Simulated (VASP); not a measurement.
# Mn (Fd-3m) in VASP: notebook

Runs on Mn. Level: BLYP. Tasks: single point, relaxation of cell and atoms.

Program: VASP 6.6.1. These are calculated values, not measurements. Logs are shortened: lines on timing, memory, paths and dates and some standing lists are left out, and cuts for length are marked.

### 1 The cell of the first run

The structure is cubic, space group Fd-3m (No. 227). Conventional cell: a = 5.016 Å, b = 5.016 Å, c = 5.016 Å, α = 90.00°, β = 90.00°, γ = 90.00°. Within 2.9 Å of Mn (site symmetry -43m) lie 4 Mn at 2.17 Å.

### 2 Single point, BLYP

The input, INCAR:

```
PREC     = Accurate       # precision mode
ENCUT    = 520            # plane-wave cutoff, eV
EDIFF    = 1E-6           # SCF threshold, eV
ISMEAR   = -1             # smearing method
SIGMA    = 0.1            # smearing width, eV
LREAL    = False          # projectors in reciprocal space
LASPH    = True           # aspherical terms in the spheres
NELM     = 80             # most SCF steps
ALGO     = Normal         # electronic algorithm
ISIF     = 2              # what is computed and relaxed
LWAVE    = False          # write WAVECAR
LCHARG   = True           # write CHGCAR
GGA      = B5             # functional
ALDAX    = 1.0          
AGGAX    = 1.0          
AGGAC    = 1.0          
ALDAC    = 0.0          
LELF     = True           # ELF
LVHAR    = True         
NBANDS   = 20             # bands
```

The input, KPOINTS:

```
regular mesh
0
Gamma
  18 18 18
```

The input, POSCAR:

```
Mn
1.0
    0.0000000000      2.5082440543      2.5082440543
    2.5082440543      0.0000000000      2.5082440543
    2.5082440543      2.5082440543      0.0000000000
Mn
2
Direct
    0.1250000000      0.1250000000      0.1250000000
    0.8750000000      0.8750000000      0.8750000000
```

Potentials or basis: VASP PAW PBE potentials, release 64 (Mn_pv).

Launch:

```console
$ cat potpaw_PBE.64/Mn_pv/POTCAR > POTCAR
$ mpirun -np 1 vasp_std > vasp.out
```

OUTCAR:

```text
PREC = Accurate
   ENCUT = 520
   EDIFF = 1E-6
   ISMEAR = -1
   LREAL = False
   LASPH = True
   NELM = 80
   ISIF = 2
   GGA = B5

 ion  position               nearest neighbor table
   1  0.125  0.125  0.125-   2 2.17   2 2.17   2 2.17   2 2.17
   2  0.875  0.875  0.875-   1 2.17   1 2.17   1 2.17   1 2.17

  LATTYP: Found a face centered cubic cell.
 ALAT       =     5.0164881086

  Lattice vectors:

 A1 = (   0.0000000000,   2.5082440543,   2.5082440543)
 A2 = (   2.5082440543,   0.0000000000,   2.5082440543)
 A3 = (   2.5082440543,   2.5082440543,   0.0000000000)

Analysis of symmetry for initial positions (statically):
=====================================================================
 Subroutine PRICEL returns:
 Original cell was already a primitive cell.

 Routine SETGRP: Setting up the symmetry group for a
 face centered cubic supercell.

 Subroutine GETGRP returns: Found 48 space group operations
 (whereof 12 operations were pure point group operations)
 out of a pool of 48 trial point group operations.

The static configuration has the point symmetry D_3d.
 The point group associated with its full space group is O_h .

Analysis of symmetry for dynamics (positions and initial velocities):
=====================================================================
 Subroutine PRICEL returns:
 Original cell was already a primitive cell.

 Routine SETGRP: Setting up the symmetry group for a
 face centered cubic supercell.

 Subroutine GETGRP returns: Found 48 space group operations
 (whereof 12 operations were pure point group operations)
 out of a pool of 48 trial point group operations.

The dynamic configuration has the point symmetry D_3d.
 The point group associated with its full space group is O_h .

 Subroutine INISYM returns: Found 48 space group operations
 (whereof 12 operations are pure point group operations),
 and found     1 'primitive' translations

----------------------------------------------------------------------------------------

                                     Primitive cell

  volume of cell :      31.5602

  direct lattice vectors                    reciprocal lattice vectors
     0.000000000  2.508244054  2.508244054    -0.199342643  0.199342643  0.199342643
     2.508244054  0.000000000  2.508244054     0.199342643 -0.199342643  0.199342643
     2.508244054  2.508244054  0.000000000     0.199342643  0.199342643 -0.199342643

  length of vectors
     3.547192759  3.547192759  3.547192759     0.345271586  0.345271586  0.345271586

  position of ions in fractional coordinates (direct lattice)
     0.125000000  0.125000000  0.125000000
     0.875000000  0.875000000  0.875000000

  ion indices of the primitive-cell ions
   primitive index   ion index
                 1           1
                 2           2

----------------------------------------------------------------------------------------

 KPOINTS: regular mesh

Automatic generation of k-mesh.
 Grid dimensions read from file:
 generate k-points for:   18   18   18

 Generating k-lattice:

  Cartesian coordinates                     Fractional coordinates (reciprocal lattice)
    -0.011074591  0.011074591  0.011074591     0.055555556  0.000000000  0.000000000
     0.011074591 -0.011074591  0.011074591     0.000000000  0.055555556  0.000000000
     0.011074591  0.011074591 -0.011074591     0.000000000  0.000000000  0.055555556

  Length of vectors
     0.019181755  0.019181755  0.019181755

  Shift w.r.t. Gamma in fractional coordinates (k-lattice)
     0.000000000  0.000000000  0.000000000

 Subroutine IBZKPT returns following result:
 ===========================================

 Found    195 irreducible k-points:

 Following reciprocal coordinates:
            Coordinates               Weight
  0.000000  0.000000  0.000000      1.000000
  0.055556  0.000000  0.000000      8.000000
  0.111111  0.000000  0.000000      8.000000
  0.166667  0.000000  0.000000      8.000000
  0.222222  0.000000  0.000000      8.000000
  0.277778  0.000000  0.000000      8.000000
[... 16 lines left out ...]
 -0.277778  0.055556  0.000000     24.000000
 -0.222222  0.055556  0.000000     24.000000
 [... further k-points ...]
   k-points           NKPTS =    195   k-points in BZ     NKDIM =    195   number of bands    NBANDS=     20
   number of dos      NEDOS =    301   number of ions     NIONS =      2
   total plane-waves  NPLWV =  21952
   dimension x,y,z NGX =    28 NGY =   28 NGZ =   28
   dimension x,y,z NGXF=    56 NGYF=   56 NGZF=   56
   ions per type =               2
   NGX,Y,Z   is equivalent  to a cutoff of  13.12, 13.12, 13.12 a.u.
   NGXF,Y,Z  is equivalent  to a cutoff of  26.25, 26.25, 26.25 a.u.
 SYSTEM =  unknown system
   PREC   = accura    normal or accurate (medium, high low for compatibility)
   ISTART =      0    job   : 0-new  1-cont  2-samecut
   ICHARG =      2    charge: 1-file 2-atom 10-const
   ISPIN  =      1    spin polarized calculation?
   LNONCOLLINEAR =      F non collinear calculations
   LSORBIT =      F    spin-orbit coupling
   LASPH  =      T    aspherical Exc in radial PAW
   ENCUT  =  520.0 eV  38.22 Ry    6.18 a.u.   6.60  6.60  6.60*2*pi/ulx,y,z
   NELM   =     80;   NELMIN=  2; NELMDL= -5     # of ELM steps
   EDIFF  = 0.1E-05   stopping-criterion for ELM
   LREAL  =      F    real-space projection
   EDIFFG = 0.1E-04   stopping-criterion for IOM
   NSW    =      0    number of steps for IOM
   IBRION =     -1    ionic relax: 0-MD 1-quasi-New 2-CG
   NFREE  =      0    steps in history (QN), initial steepest desc. (CG)
   ISIF   =      2    stress and relaxation
   ISYM   =      2    0-nonsym 1-usesym 2-fastsym
   POTIM  = 0.5000    time-step for ionic-motion
   TEBEG  =    0.0;   TEEND  =   0.0 temperature during run
   PSTRESS=    0.0 pullay stress
   NELECT =      26.0000    total number of electrons
   NUPDOWN=      -1.0000    fix difference up-down
   EMIN   =  10.00;   EMAX   =-10.00  energy-range for DOS
   EFERMI =   0.00;   METHOD = LEGACY
   ISMEAR =    -1;   SIGMA  =   0.10  broadening in eV -4-tet -1-fermi 0-gaus
   EFERMI_NEDOS =   21; number of points for ismear=-14 and -15
   IALGO  =     38    algorithm
   IMIX   =      4    mixing-type and parameters
     AMIX     =   0.40;   BMIX     =  1.00
     AMIX_MAG =   1.60;   BMIX_MAG =  1.00
  volume/ion in A,a.u.               =      15.78       106.49
  Fermi-wavevector in a.u.,A,eV,Ry     =   1.534686  2.900136 32.045267  2.355261
  Thomas-Fermi vector in A             =   2.641579
   LORBIT       =      0    0 simple, 1 ext, 2 COOP (PROOUT), +10 PAW based schemes
   GGA     = B5    functional components
   LHFCALC =     F    Hartree Fock is set to
   AEXX    =    0.0000 exact exchange contribution
   IVDW    =     0    specifies the selected vdW correction
   LEPSILON=     F    determine dielectric tensor
   LRPA    =     F    only Hartree local field effects (RPA)
 non-spin polarized calculation
  energy-cutoff  :      520.00
  volume of cell :       31.56
 maximum number of plane-waves:       877
   NGX = 13   NGY = 13   NGZ = 13

 number of electron      26.0000006 magnetization

 Free energy of the ion-electron system (eV)
  ---------------------------------------------------
  ext. energy  EPLUGINS =         0.00000000
  ---------------------------------------------------
  free energy    TOTEN  =       -13.65874301 eV

  energy without entropy =      -13.58504604  energy(sigma->0) =      -13.62189452

 E-fermi :   6.1522     XC(G=0): -10.8712

 val. band max:        6.1474034992   @ k =  -0.3333   0.2222   0.0000
 cond. band min:       6.1532031243   @ k =   0.1667   0.0556   0.0000
 fundamental gap:      0.0057996251
 Fermi energy:         6.1521881023

 k-point     1 :       0.0000    0.0000    0.0000
  band No.  band energies     occupation
      1     -41.5572      2.00000
      2     -41.5572      2.00000
      3     -41.5572      2.00000
      4     -40.9073      2.00000
      5     -40.9073      2.00000
      6     -40.9073      2.00000
[... 12 lines left out ...]
     19      20.4161      0.00000
     20      20.4162      0.00000

 k-point     2 :       0.0556    0.0000    0.0000
  band No.  band energies     occupation
      1     -41.5597      2.00000
      2     -41.5597      2.00000
      3     -41.5570      2.00000
      4     -40.9079      2.00000
      5     -40.9048      2.00000
      6     -40.9048      2.00000
[... 12 lines left out ...]
     19      19.8603      0.00000
     20      19.8603      0.00000

 k-point     3 :       0.1111    0.0000    0.0000
  band No.  band energies     occupation
      1     -41.5668      2.00000
      2     -41.5668      2.00000
      3     -41.5566      2.00000
      4     -40.9098      2.00000
      5     -40.8976      2.00000
      6     -40.8976      2.00000
[... 12 lines left out ...]
     19      19.2662      0.00000
     20      19.2662      0.00000

 k-point     4 :       0.1667    0.0000    0.0000
  band No.  band energies     occupation
      1     -41.5775      2.00000
      2     -41.5775      2.00000
      3     -41.5562      2.00000
      4     -40.9125      2.00000
      5     -40.8869      2.00000
      6     -40.8869      2.00000
[... 12 lines left out ...]
     19      18.7237      0.00000
     20      18.7237      0.00000

 k-point     5 :       0.2222    0.0000    0.0000
  band No.  band energies     occupation
      1     -41.5902      2.00000
      2     -41.5902      2.00000
      3     -41.5557      2.00000
      4     -40.9157      2.00000
      5     -40.8742      2.00000
      6     -40.8742      2.00000
[... 12 lines left out ...]
     19      18.2361      0.00000
     20      18.2361      0.00000

 k-point     6 :       0.2778    0.0000    0.0000
  band No.  band energies     occupation
      1     -41.6032      2.00000
      2     -41.6032      2.00000
      3     -41.5554      2.00000
      4     -40.9189      2.00000
      5     -40.8612      2.00000
      6     -40.8612      2.00000
[... 12 lines left out ...]
     19      17.8091      0.00000
     20      17.8091      0.00000

 k-point     7 :       0.3333    0.0000    0.0000
  band No.  band energies     occupation
      1     -41.6150      2.00000
      2     -41.6150      2.00000
      3     -41.5553      2.00000
      4     -40.9217      2.00000
      5     -40.8493      2.00000
      6     -40.8493      2.00000
[... 12 lines left out ...]
     19      17.4532      0.00000
     20      17.4532      0.00000
[... 277 lines left out ...]
 k-point    20 :      -0.4444    0.0556    0.0000
  band No.  band energies     occupation
      1     -41.6452      2.00000
      2     -41.6324      2.00000
      3     -41.5389      2.00000
      4     -40.9399      2.00000
      5     -40.8319      2.00000
      6     -40.8215      2.00000
[... 12 lines left out ...]
     19      16.4130      0.00000
     20      16.8891      0.00000

 k-point    21 :      -0.3889    0.0556    0.0000
  band No.  band energies     occupation
      1     -41.6416      2.00000
      2     -41.6260      2.00000
      3     -41.5399      2.00000
      4     -40.9380      2.00000
      5     -40.8382      2.00000
      6     -40.8249      2.00000
[... 12 lines left out ...]
     19      16.3664      0.00000
     20      17.2471      0.00000

 k-point    22 :      -0.3333    0.0556    0.0000
  band No.  band energies     occupation
      1     -41.6339      2.00000
      2     -41.6163      2.00000
      3     -41.5414      2.00000
      4     -40.9349      2.00000
      5     -40.8479      2.00000
      6     -40.8324      2.00000
[... 12 lines left out ...]
     19      16.4516      0.00000
     20      17.7129      0.00000

 k-point    23 :      -0.2778    0.0556    0.0000
  band No.  band energies     occupation
      1     -41.6227      2.00000
      2     -41.6043      2.00000
      3     -41.5434      2.00000
      4     -40.9307      2.00000
      5     -40.8599      2.00000
      6     -40.8432      2.00000
[... 12 lines left out ...]
     19      16.6572      0.00000
     20      18.2571      0.00000

 k-point    24 :      -0.2222    0.0556    0.0000
  band No.  band energies     occupation
      1     -41.6091      2.00000
      2     -41.5913      2.00000
      3     -41.5458      2.00000
      4     -40.9259      2.00000
      5     -40.8730      2.00000
      6     -40.8563      2.00000
[... 12 lines left out ...]
     19      16.9681      0.00000
     20      18.8432      0.00000

 [... further k-points ...]
[... 5 lines left out ...]
  --------------------------------------------------------------------------------------
  -------------------------------------------------------------------------------------
  Total        0.1078297      0.1078297      0.1078297     -0.0000000      0.0000000     -0.0000000
  in kB        5.4740604      5.4740604      5.4740604     -0.0000000      0.0000000     -0.0000000
  external PRESSURE =       5.4740604 kB  Pullay stress =       0.0000000 kB

 VOLUME and BASIS-vectors are now :
 -----------------------------------------------------------------------------
  energy-cutoff  :      520.00
  volume of cell :       31.56
      direct lattice vectors                 reciprocal lattice vectors
     0.000000000  2.508244054  2.508244054    -0.199342643  0.199342643  0.199342643
     2.508244054  0.000000000  2.508244054     0.199342643 -0.199342643  0.199342643
     2.508244054  2.508244054  0.000000000     0.199342643  0.199342643 -0.199342643

 POSITION                                       TOTAL-FORCE (eV/Angst)
 -----------------------------------------------------------------------------------
      0.62706      0.62706      0.62706        -0.000000     -0.000000     -0.000000
      4.38943      4.38943      4.38943         0.000000      0.000000      0.000000
 -----------------------------------------------------------------------------------
    total drift:                                0.000000      0.000000      0.000000

  FREE ENERGIE OF THE ION-ELECTRON SYSTEM (eV)
  ---------------------------------------------------
  free  energy   TOTEN  =       -13.6587430132 eV

  energy  without entropy=      -13.5850460362  energy(sigma->0) =      -13.62189452
```

Run time: 89 s. Hardware: 1 thread of Intel Xeon Platinum 8488C (Sapphire Rapids), shared host; peak memory 0.22 GiB.

Results:

```
Free energy            : -13.6587 eV
Pressure               : 0.5 GPa
Band gap on the k mesh : zero (band 13 reaches 6.51 eV, above the bottom of band 14 at 5.89 eV)
```

Caveat: the PAW data sets were made with another functional, which shifts forces and pressure a little; the run has no spin polarisation, though such a crystal can be magnetic.

### 3 Single point, BLYP, collinear spin, antiferromagnetic start (volume scaled by 1.08)

The input, INCAR:

```
AGGAC = 1.0 ; AGGAX = 1.0
ALDAC = 0.0 ; ALDAX = 1.0
ALGO = Normal ; EDIFF = 1E-6
ENCUT = 520 ; GGA = B5
ISIF = 2 ; ISMEAR = -1
ISPIN = 2 ; LASPH = T
LCHARG = T ; LELF = T
LMAXMIX = 4 ; LORBIT = 11
LREAL = F ; LVHAR = T
LWAVE = F ; MAGMOM = 2.092 -2.092
NBANDS = 24 ; NELM = 150
PREC = Accurate ; SIGMA = 0.05
```

The input, KPOINTS:

```
k-points
0
Gamma
  12 12 12
```

The input, POSCAR:

```
Mn
1.0
    0.0000000000      2.6686825710      2.6686825710
    2.6686825710      0.0000000000      2.6686825710
    2.6686825710      2.6686825710      0.0000000000
Mn
2
Direct
    0.1250000000      0.1250000000      0.1250000000
    0.8750000000      0.8750000000      0.8750000000
```

Potentials or basis: VASP PAW PBE potentials, release 64 (Mn_pv).

Launch:

```console
$ cat potpaw_PBE.64/Mn_pv/POTCAR > POTCAR
$ mpirun -np 1 vasp_std > vasp.out
```

Run time: 5.7 min. Hardware: 1 thread of AMD EPYC 7R13, shared host; peak memory 0.2 GiB.

Results (log left out):

```
Free energy                                           : -13.8291 eV
Pressure                                              : -3.0 GPa
Band gap on the k mesh                                : zero (filled and empty bands overlap)
Net moment                                            : 0.00 μB per cell
Site moments                                          : Mn +2.58, -2.58 μB
Valence electrons inside the program's atomic spheres : Mn 11.76
```

Levels at points of the mesh, in eV from the Fermi level:
Spin up:
| k point | band 9 | band 10 | band 11 | band 12 | band 13 | band 14 | band 15 | band 16 | band 17 | band 18 |
| --- | --- | --- | --- | --- | --- | --- | --- | --- | --- | --- |
| (0.00, 0.00, 0.00) | -2.54 | -2.44 | -2.44 | -2.44 | 0.11 | 0.11 | 0.11 | 1.48 | 1.48 | 11.72 |
| (0.50, 0.00, 0.00) | -2.52 | -2.31 | -2.31 | -2.12 | -1.10 | 0.52 | 0.52 | 1.30 | 1.30 | 2.14 |
| (0.50, 0.50, 0.00) | -2.28 | -2.28 | -1.74 | -1.36 | -1.16 | 0.72 | 1.36 | 1.36 | 1.90 | 2.74 |
Spin down:
```
           k point  band 11  band 12  band 13  band 14  band 15  band 16
(0.00, 0.00, 0.00)    -2.44    -2.44     0.11     0.11     0.11     1.48
(0.50, 0.00, 0.00)    -2.31    -2.12    -1.10     0.52     0.52     1.30
(0.50, 0.50, 0.00)    -1.74    -1.36    -1.16     0.72     1.36     1.36
```

Caveat: the PAW data sets were made with another functional, which shifts forces and pressure a little.

### 4 Single point, BLYP, collinear spin, antiferromagnetic start (volume scaled by 1.12)

The input, INCAR:

```
SYSTEM = Mn
PREC = Accurate
ENCUT = 520
EDIFF = 1E-7
ISMEAR = -1
SIGMA = 0.05
LREAL = .False.
LASPH = .True.
NELM = 150
ALGO = Normal
ISIF = 2
LWAVE = .False.
LCHARG = .False.
ISPIN = 2
MAGMOM = 2.092 -2.092
LORBIT = 11
LMAXMIX = 4
GGA = B5
ALDAX = 1.0
AGGAX = 1.0
AGGAC = 1.0
ALDAC = 0.0
NBANDS = 24
```

The input, KPOINTS:

```
regular mesh
0
Gamma
  12 12 12
  0 0 0
```

The input, POSCAR:

```
Mn
1.0
    0.0000000000      2.7012306882      2.7012306882
    2.7012306882      0.0000000000      2.7012306882
    2.7012306882      2.7012306882      0.0000000000
Mn
2
Direct
    0.1250000000      0.1250000000      0.1250000000
    0.8750000000      0.8750000000      0.8750000000
```

Launch:

```console
$ cat potpaw_PBE.64/Mn_pv/POTCAR > POTCAR
$ mpirun -np 1 vasp_std > vasp.out
```

Wall time 7 min (1 thread of AMD EPYC 7R13, shared host); peak memory 0.2 GiB.

Results (log left out):

```yaml
Free_energy: -13.7993 eV
Pressure: -3.9 GPa
Band_gap_on_the_k_mesh: zero (filled and empty bands overlap)
Net_moment: 0.00 μB per cell
Site_moments: Mn +2.73, -2.73 μB
Valence_electrons_inside_the_program's_atomic_spheres: Mn 11.72
```

Levels at points of the mesh, in eV from the Fermi level:
Spin up:
| k point | band 9 | band 10 | band 11 | band 12 | band 13 | band 14 | band 15 | band 16 | band 17 | band 18 |
| --- | --- | --- | --- | --- | --- | --- | --- | --- | --- | --- |
| (0.00, 0.00, 0.00) | -2.56 | -2.49 | -2.49 | -2.49 | 0.10 | 0.10 | 0.10 | 1.40 | 1.40 | 11.30 |
| (0.50, 0.00, 0.00) | -2.56 | -2.35 | -2.35 | -2.11 | -1.14 | 0.48 | 0.48 | 1.24 | 1.24 | 2.01 |
| (0.50, 0.50, 0.00) | -2.32 | -2.32 | -1.84 | -1.38 | -1.22 | 0.73 | 1.29 | 1.29 | 1.77 | 2.60 |
Spin down:
| k point | band 9 | band 10 | band 11 | band 12 | band 13 | band 14 | band 15 | band 16 | band 17 | band 18 |
| --- | --- | --- | --- | --- | --- | --- | --- | --- | --- | --- |
| (0.00, 0.00, 0.00) | -2.56 | -2.49 | -2.49 | -2.49 | 0.10 | 0.10 | 0.10 | 1.40 | 1.40 | 11.30 |
| (0.50, 0.00, 0.00) | -2.56 | -2.35 | -2.35 | -2.11 | -1.14 | 0.48 | 0.48 | 1.24 | 1.24 | 2.01 |
| (0.50, 0.50, 0.00) | -2.32 | -2.32 | -1.84 | -1.38 | -1.22 | 0.73 | 1.29 | 1.29 | 1.77 | 2.60 |

Caveat: the PAW data sets were made with another functional, which shifts forces and pressure a little.

[end of part 1 of 2]
